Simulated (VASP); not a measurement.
# ZnO (P6_3/mmc) in VASP: settings compared

The runs below take ZnO through single point, with PBEsol, LDA.

All numbers are computed with VASP 6.6.1; they aren't measurements. Logs are shortened: lines on timing, memory, paths and dates and some standing lists are left out, and cuts for length are marked.

## Step 1: The cell of the first run

It takes space group P6_3/mmc (No. 194, hexagonal). The conventional cell has a = 3.288 Å, b = 3.288 Å, c = 7.130 Å, α = 90.00°, β = 90.00°, γ = 120.00°. Within 2.5 Å of Zn (site symmetry -6m2) lie 3 O at 1.90 Å. O (site symmetry -6m2) has 3 Zn at 1.90 Å within 2.5 Å.

## Step 2: Single point, PBEsol

Contents of INCAR:

```
SYSTEM = ZnO
PREC = Accurate ; ENCUT = 520
EDIFF = 1E-7 ; ISMEAR = -1
SIGMA = 0.05 ; LREAL = .False.
LASPH = .True. ; NELM = 100
ALGO = Normal ; ISIF = 2
LWAVE = .False. ; LCHARG = .False.
GGA = PS ; NBANDS = 26
```

Contents of KPOINTS:

```
regular mesh
0
Gamma
  9 9 4
  0 0 0
```

Contents of POSCAR:

```
ZnO
1.0
    3.2879671587      0.0000000000      0.0000000000
   -1.6439835793      2.8474630862      0.0000000000
    0.0000000000      0.0000000000      7.1304413500
Zn O
2 2
Direct
    0.0000000000      0.0000000000      0.2500000000
    0.0000000000      0.0000000000      0.7500000000
    0.6666666667      0.3333333333      0.7500000000
    0.3333333333      0.6666666667      0.2500000000
```

Potentials or basis: VASP PAW PBE potentials, release 64 (Zn, O).

Launch:

```
> cat potpaw_PBE.64/Zn/POTCAR potpaw_PBE.64/O/POTCAR > POTCAR
> mpirun -np 1 vasp_std > vasp.out
```

OUTCAR:

```text
SYSTEM = ZnO
   PREC = Accurate
   ENCUT = 520
   EDIFF = 1E-7
   ISMEAR = -1
   LREAL = .False.
   LASPH = .True.
   NELM = 100
   ISIF = 2
   GGA = PS

 ion  position               nearest neighbor table
   1  0.000  0.000  0.250-   4 1.90   4 1.90   4 1.90
   2  0.000  0.000  0.750-   3 1.90   3 1.90   3 1.90
   3  0.667  0.333  0.750-   2 1.90   2 1.90   2 1.90
   4  0.333  0.667  0.250-   1 1.90   1 1.90   1 1.90

  LATTYP: Found a hexagonal cell.
 ALAT       =     3.2879671587
 C/A-ratio  =     2.1686473757

  Lattice vectors:

 A1 = (   3.2879671587,   0.0000000000,   0.0000000000)
 A2 = (  -1.6439835793,   2.8474630862,   0.0000000000)
 A3 = (   0.0000000000,   0.0000000000,   7.1304413500)

Analysis of symmetry for initial positions (statically):
=====================================================================
 Subroutine PRICEL returns:
 Original cell was already a primitive cell.

 Routine SETGRP: Setting up the symmetry group for a
 hexagonal supercell.

 Subroutine GETGRP returns: Found 24 space group operations
 (whereof 12 operations were pure point group operations)
 out of a pool of 24 trial point group operations.

The static configuration has the point symmetry D_3d.
 The point group associated with its full space group is D_6h.

Analysis of symmetry for dynamics (positions and initial velocities):
=====================================================================
 Subroutine PRICEL returns:
 Original cell was already a primitive cell.

 Routine SETGRP: Setting up the symmetry group for a
 hexagonal supercell.

 Subroutine GETGRP returns: Found 24 space group operations
 (whereof 12 operations were pure point group operations)
 out of a pool of 24 trial point group operations.

The dynamic configuration has the point symmetry D_3d.
 The point group associated with its full space group is D_6h.

 Subroutine INISYM returns: Found 24 space group operations
 (whereof 12 operations are pure point group operations),
 and found     1 'primitive' translations

----------------------------------------------------------------------------------------

                                     Primitive cell

  volume of cell :      66.7578

  direct lattice vectors                    reciprocal lattice vectors
     3.287967159  0.000000000  0.000000000     0.304139291  0.175594901  0.000000000
    -1.643983579  2.847463086  0.000000000     0.000000000  0.351189803  0.000000000
     0.000000000  0.000000000  7.130441350     0.000000000  0.000000000  0.140243773

  length of vectors
     3.287967159  3.287967159  7.130441350     0.351189803  0.351189803  0.140243773

  position of ions in fractional coordinates (direct lattice)
     0.000000000  0.000000000  0.250000000
     0.000000000  0.000000000  0.750000000
     0.666666667  0.333333333  0.750000000
     0.333333333  0.666666667  0.250000000

  ion indices of the primitive-cell ions
   primitive index   ion index
                 1           1
                 2           2
                 3           3
                 4           4

----------------------------------------------------------------------------------------

 KPOINTS: regular mesh

Automatic generation of k-mesh.
 Grid dimensions read from file:
 generate k-points for:    9    9    4

 Generating k-lattice:

  Cartesian coordinates                     Fractional coordinates (reciprocal lattice)
     0.033793255  0.019510545  0.000000000     0.111111111  0.000000000  0.000000000
     0.000000000  0.039021089  0.000000000     0.000000000  0.111111111  0.000000000
     0.000000000  0.000000000  0.035060943     0.000000000  0.000000000  0.250000000

  Length of vectors
     0.039021089  0.039021089  0.035060943

  Shift w.r.t. Gamma in fractional coordinates (k-lattice)
     0.000000000  0.000000000  0.000000000

 Subroutine IBZKPT returns following result:
 ===========================================

 Found     36 irreducible k-points:

 Following reciprocal coordinates:
            Coordinates               Weight
  0.000000  0.000000  0.000000      1.000000
  0.111111  0.000000  0.000000      6.000000
  0.222222  0.000000  0.000000      6.000000
  0.333333  0.000000  0.000000      6.000000
  0.444444  0.000000  0.000000      6.000000
  0.111111  0.111111  0.000000      6.000000
[... 16 lines left out ...]
  0.333333  0.222222  0.250000     24.000000
  0.333333  0.333333  0.250000      4.000000
 [... further k-points ...]
   k-points           NKPTS =     36   k-points in BZ     NKDIM =     36   number of bands    NBANDS=     26
   number of dos      NEDOS =    301   number of ions     NIONS =      4
   total plane-waves  NPLWV =  31104
   dimension x,y,z NGX =    24 NGY =   24 NGZ =   54
   dimension x,y,z NGXF=    48 NGYF=   48 NGZF=  108
   ions per type =               2   2
   NGX,Y,Z   is equivalent  to a cutoff of  12.13, 12.13, 12.59 a.u.
   NGXF,Y,Z  is equivalent  to a cutoff of  24.27, 24.27, 25.18 a.u.
 SYSTEM =  ZnO
   PREC   = accura    normal or accurate (medium, high low for compatibility)
   ISTART =      0    job   : 0-new  1-cont  2-samecut
   ICHARG =      2    charge: 1-file 2-atom 10-const
   ISPIN  =      1    spin polarized calculation?
   LNONCOLLINEAR =      F non collinear calculations
   LSORBIT =      F    spin-orbit coupling
   LASPH  =      T    aspherical Exc in radial PAW
   ENCUT  =  520.0 eV  38.22 Ry    6.18 a.u.   6.11  6.11 13.26*2*pi/ulx,y,z
   NELM   =    100;   NELMIN=  2; NELMDL= -5     # of ELM steps
   EDIFF  = 0.1E-06   stopping-criterion for ELM
   LREAL  =      F    real-space projection
   EDIFFG = 0.1E-05   stopping-criterion for IOM
   NSW    =      0    number of steps for IOM
   IBRION =     -1    ionic relax: 0-MD 1-quasi-New 2-CG
   NFREE  =      0    steps in history (QN), initial steepest desc. (CG)
   ISIF   =      2    stress and relaxation
   ISYM   =      2    0-nonsym 1-usesym 2-fastsym
   POTIM  = 0.5000    time-step for ionic-motion
   TEBEG  =    0.0;   TEEND  =   0.0 temperature during run
   PSTRESS=    0.0 pullay stress
   NELECT =      36.0000    total number of electrons
   NUPDOWN=      -1.0000    fix difference up-down
   EMIN   =  10.00;   EMAX   =-10.00  energy-range for DOS
   EFERMI =   0.00;   METHOD = LEGACY
   ISMEAR =    -1;   SIGMA  =   0.05  broadening in eV -4-tet -1-fermi 0-gaus
   EFERMI_NEDOS =   21; number of points for ismear=-14 and -15
   IALGO  =     38    algorithm
   IMIX   =      4    mixing-type and parameters
     AMIX     =   0.40;   BMIX     =  1.00
     AMIX_MAG =   1.60;   BMIX_MAG =  1.00
  volume/ion in A,a.u.               =      16.69       112.63
  Fermi-wavevector in a.u.,A,eV,Ry     =   1.332524  2.518105 24.158775  1.775620
  Thomas-Fermi vector in A             =   2.461452
   LORBIT       =      0    0 simple, 1 ext, 2 COOP (PROOUT), +10 PAW based schemes
   GGA     = PS    functional components
   LHFCALC =     F    Hartree Fock is set to
   AEXX    =    0.0000 exact exchange contribution
   IVDW    =     0    specifies the selected vdW correction
   LEPSILON=     F    determine dielectric tensor
   LRPA    =     F    only Hartree local field effects (RPA)
 non-spin polarized calculation
  energy-cutoff  :      520.00
  volume of cell :       66.76
 maximum number of plane-waves:      1824
   NGX = 13   NGY = 13   NGZ = 27

 number of electron      36.0000026 magnetization

 Free energy of the ion-electron system (eV)
  ---------------------------------------------------
  ext. energy  EPLUGINS =         0.00000000
  ---------------------------------------------------
  free energy    TOTEN  =       -18.26954909 eV

  energy without entropy =      -18.26953768  energy(sigma->0) =      -18.26954339

 E-fermi :  -0.4666     XC(G=0):  -9.1734

 val. band max:       -0.9109838995   @ k =   0.0000   0.0000   0.0000
 cond. band min:      -0.1591000310   @ k =   0.0000   0.0000   0.0000
 fundamental gap:      0.7518838685
 Fermi energy:        -0.4665620855

 k-point     1 :       0.0000    0.0000    0.0000
  band No.  band energies     occupation
      1     -18.3079      2.00000
      2     -18.2248      2.00000
      3      -7.0386      2.00000
      4      -7.0386      2.00000
      5      -7.0239      2.00000
      6      -7.0239      2.00000
[... 18 lines left out ...]
     25      11.8026      0.00000
     26      12.5920      0.00000

 k-point     2 :       0.1111    0.0000    0.0000
  band No.  band energies     occupation
      1     -18.2505      2.00000
      2     -18.1722      2.00000
      3      -7.0622      2.00000
      4      -7.0505      2.00000
      5      -6.9570      2.00000
      6      -6.9421      2.00000
[... 18 lines left out ...]
     25      11.6637      0.00000
     26      12.0307      0.00000

 k-point     3 :       0.2222    0.0000    0.0000
  band No.  band energies     occupation
      1     -18.1018      2.00000
      2     -18.0370      2.00000
      3      -7.0818      2.00000
      4      -7.0766      2.00000
      5      -6.7294      2.00000
      6      -6.7145      2.00000
[... 18 lines left out ...]
     25      11.1192      0.00000
     26      12.5417      0.00000

 k-point     4 :       0.3333    0.0000    0.0000
  band No.  band energies     occupation
      1     -17.9252      2.00000
      2     -17.8807      2.00000
      3      -7.0082      2.00000
      4      -7.0074      2.00000
      5      -6.4185      2.00000
      6      -6.4055      2.00000
[... 18 lines left out ...]
     25      11.0999      0.00000
     26      12.1314      0.00000
[... 496 lines left out ...]
      1     -17.8425      2.00000
      2     -17.8181      2.00000
      3      -6.9055      2.00000
      4      -6.8997      2.00000
      5      -6.2029      2.00000
      6      -6.2014      2.00000
[... 18 lines left out ...]
     25       9.9046      0.00000
     26      11.2040      0.00000

 k-point    23 :       0.3333    0.2222    0.2500
  band No.  band energies     occupation
      1     -17.7512      2.00000
      2     -17.7403      2.00000
      3      -6.7148      2.00000
      4      -6.7086      2.00000
      5      -6.1835      2.00000
      6      -6.1131      2.00000
[... 18 lines left out ...]
     25       9.3543      0.00000
     26      10.0777      0.00000

 k-point    24 :       0.3333    0.3333    0.2500
  band No.  band energies     occupation
      1     -17.7171      2.00000
      2     -17.7171      2.00000
      3      -6.6124      2.00000
      4      -6.6018      2.00000
      5      -6.1493      2.00000
      6      -6.1493      2.00000
[... 18 lines left out ...]
     25       8.7729      0.00000
     26       9.3384      0.00000

 [... further k-points ...]
[... 5 lines left out ...]
  --------------------------------------------------------------------------------------
  -------------------------------------------------------------------------------------
  Total       -2.2199159     -2.2199159     -0.3655362     -0.0000000      0.0000000      0.0000000
  in kB      -53.2776559    -53.2776559     -8.7728160     -0.0000000      0.0000000      0.0000000
  external PRESSURE =     -38.4427093 kB  Pullay stress =       0.0000000 kB

 VOLUME and BASIS-vectors are now :
 -----------------------------------------------------------------------------
  energy-cutoff  :      520.00
  volume of cell :       66.76
      direct lattice vectors                 reciprocal lattice vectors
     3.287967159  0.000000000  0.000000000     0.304139291  0.175594901  0.000000000
    -1.643983579  2.847463086  0.000000000     0.000000000  0.351189803  0.000000000
     0.000000000  0.000000000  7.130441350     0.000000000  0.000000000  0.140243773

 POSITION                                       TOTAL-FORCE (eV/Angst)
 -----------------------------------------------------------------------------------
      0.00000      0.00000      1.78261        -0.000000     -0.000000      0.000000
      0.00000      0.00000      5.34783        -0.000000      0.000000      0.000000
      1.64398      0.94915      5.34783         0.000000     -0.000000      0.000000
     -0.00000      1.89831      1.78261        -0.000000     -0.000000     -0.000000
 -----------------------------------------------------------------------------------
    total drift:                               -0.000000      0.000000      0.000000

  FREE ENERGIE OF THE ION-ELECTRON SYSTEM (eV)
  ---------------------------------------------------
  free  energy   TOTEN  =       -18.2695490944 eV

  energy  without entropy=      -18.2695376821  energy(sigma->0) =      -18.26954339
```

Run time: 46 s. Hardware: 1 thread of Intel Xeon 6975P-C, shared host; peak memory 0.2 GiB.

Results:

```yaml
Free_energy: -18.2695 eV
Pressure: -3.8 GPa
Band_gap_on_the_k_mesh: 0.75 eV, direct
```

Stress tensor (GPa, compression positive):
```
-5.33  0.00  0.00
 0.00 -5.33  0.00
 0.00  0.00 -0.88
```

Caveat: the PAW data sets were made with another functional, which shifts forces and pressure a little. A k mesh can miss the band edges.

## Step 3: Single point, LDA

Contents of INCAR:

```
SYSTEM = ZnO
PREC     = Accurate       ! precision mode
ENCUT    = 520            ! plane-wave cutoff, eV
EDIFF    = 1E-6           ! SCF threshold, eV
ISMEAR   = -1             ! smearing method
SIGMA    = 0.05           ! smearing width, eV
LREAL    = .False.        ! projectors in reciprocal space
LASPH    = .True.         ! aspherical terms in the spheres
NELM     = 100            ! most SCF steps
ALGO     = Normal         ! electronic algorithm
ISIF     = 2              ! what is computed and relaxed
LWAVE    = .False.        ! write WAVECAR
LCHARG   = .False.        ! write CHGCAR
NBANDS   = 26             ! bands
```

Contents of KPOINTS:

```
Automatic mesh
0
Gamma
  9 9 4
  0 0 0
```

POSCAR is that of step 2.

Potentials or basis: VASP PAW LDA potentials, release 64 (Zn, O).

Launch:

```
> cat potpaw_LDA.64/Zn/POTCAR potpaw_LDA.64/O/POTCAR > POTCAR
> mpirun -np 1 vasp_std > vasp.out
```

Run time: 37 s. Hardware: 1 thread of Intel Xeon 6975P-C, shared host; peak memory 0.18 GiB.

The run converged. Its results:

* Free energy: -19.7609 eV
* Pressure: -7.4 GPa
* Band gap on the k mesh: 0.76 eV, direct

Stress tensor (GPa, compression positive):
```
-10.23   0.00   0.00
  0.00 -10.23   0.00
  0.00   0.00  -1.82
```

Levels at points of the mesh, in eV from the valence-band top:
```csv
k point,band 15,band 16,band 17,band 18,band 19,band 20,band 21,band 22
"(0.00, 0.00, 0.00)",-0.01,-0.01,0.00,0.00,0.76,3.31,5.07,10.81
"(0.00, 0.00, 0.50)",0.00,0.00,0.00,0.00,1.89,1.89,7.14,7.14
```

A k mesh can miss the band edges. LDA gaps usually lie below the measured ones, often by a third to a half.

## Step 4: Single point, LDA

This run uses another cell than the first one, of 17.02 Å³/atom, 1.020 times its volume.

Contents of INCAR:

```
  ALGO = Normal
  EDIFF = 1E-6
  ENCUT = 520
  GGA = CA
  ISIF = 2
  ISMEAR = -1
  LASPH = True
  LCHARG = True
  LELF = True
  LREAL = False
  LVHAR = True
  LWAVE = False
  NBANDS = 26
  NELM = 100
  PREC = Accurate
  SIGMA = 0.05
```

Contents of KPOINTS:

```
k-points
0
Gamma
  9 9 4
```

Contents of POSCAR:

```
ZnO
1.0
    3.3097424102      0.0000000000      0.0000000000
   -1.6548712051      2.8663210072      0.0000000000
    0.0000000000      0.0000000000      7.1776641921
Zn O
2 2
Direct
    0.0000000000      0.0000000000      0.2500000000
    0.0000000000      0.0000000000      0.7500000000
    0.6666666667      0.3333333333      0.7500000000
    0.3333333333      0.6666666667      0.2500000000
```

Launch:

```
> cat potpaw_LDA.64/Zn/POTCAR potpaw_LDA.64/O/POTCAR > POTCAR
> mpirun -np 1 vasp_std > vasp.out
```

Wall time 54 s (1 thread of Intel Xeon 6975P-C, shared host); peak memory 0.19 GiB.

The run converged. Its results:

* Free energy: -19.6936 eV
* Pressure: -8.9 GPa
* Band gap on the k mesh: 0.76 eV, direct

Stress tensor (GPa, compression positive):
```
-12.43   0.00   0.00
  0.00 -12.43   0.00
  0.00   0.00  -1.79
```

Levels at points of the mesh, in eV from the valence-band top:
```csv
k point,band 14,band 15,band 16,band 17,band 18,band 19,band 20,band 21,band 22,band 23
"(0.00, 0.00, 0.00)",-1.59,-0.01,-0.01,0.00,0.00,0.76,3.23,5.08,10.72,10.84
"(0.00, 0.00, 0.50)",-2.40,0.00,0.00,0.00,0.00,1.86,1.86,7.10,7.10,12.89
```

## Step 5: Summary

| level | potentials or basis | cell | gap on the mesh (eV) | pressure (GPa) |
| --- | --- | --- | --- | --- |
| PBEsol | VASP PAW PBE potentials, release 64 (Zn, O) | a = 3.288, b = 3.288, c = 7.130 Å, angles 90.0, 90.0, 120.0°, 4 atoms | 0.75 | -3.8 |
| LDA | VASP PAW LDA potentials, release 64 (Zn, O) | a = 3.288, b = 3.288, c = 7.130 Å, angles 90.0, 90.0, 120.0°, 4 atoms | 0.76 | -7.4 |
| LDA | VASP PAW LDA potentials, release 64 (Zn, O) | a = 3.310, b = 3.310, c = 7.178 Å, angles 90.0, 90.0, 120.0°, 4 atoms | 0.76 | -8.9 |

Alike in all rows: task single point; no spin polarisation; k mesh 9 × 9 × 4; cutoff (eV) 520; smearing fermi-dirac 0.05 eV.

Caveats: the PAW data sets were made with another functional, which shifts forces and pressure a little (some runs).

Total energies depend on the potentials used, so only differences within one code and one set of settings carry meaning.
